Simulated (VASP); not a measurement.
Input of a VASP 6.6.1 run:

Contents of INCAR:

```
SYSTEM = ZnSe
PREC = Accurate ; ENCUT = 500
EDIFF = 1E-6 ; ISMEAR = 0
SIGMA = 0.1 ; LREAL = .False.
LASPH = .True. ; NELM = 120
ALGO = Normal ; ISIF = 2
LWAVE = .False. ; LCHARG = .False.
GGA = PE ; IVDW = 12
NBANDS = 16 ; GGA_COMPAT = .False.
```

Contents of KPOINTS:

```
regular mesh
0
Gamma
  4 4 4
  0 0 0
```

File POSCAR:

```
ZnSe
1.0
    0.0000000000      2.8324425407      2.8324425407
    2.8324425407      0.0000000000      2.8324425407
    2.8324425407      2.8324425407      0.0000000000
Zn Se
1 1
Direct
    0.0000000000      0.0000000000      0.0000000000
    0.7500000000      0.7500000000      0.7500000000
```

Potentials or basis: VASP PAW PBE potentials, release 64 (Zn, Se).

The run is started by

```console
$ cat potpaw_PBE.64/Zn/POTCAR potpaw_PBE.64/Se/POTCAR > POTCAR
$ mpirun -np 1 vasp_std > vasp.out
```

**Question.** What does it give for the pressure?

**Answer.** 0.3 GPa.

**Question.** What does it give for the dispersion energy per atom?

**Answer.** -0.323 eV.

Caveat: the k points lie up to 0.48 Å⁻¹ apart; three body term missing.
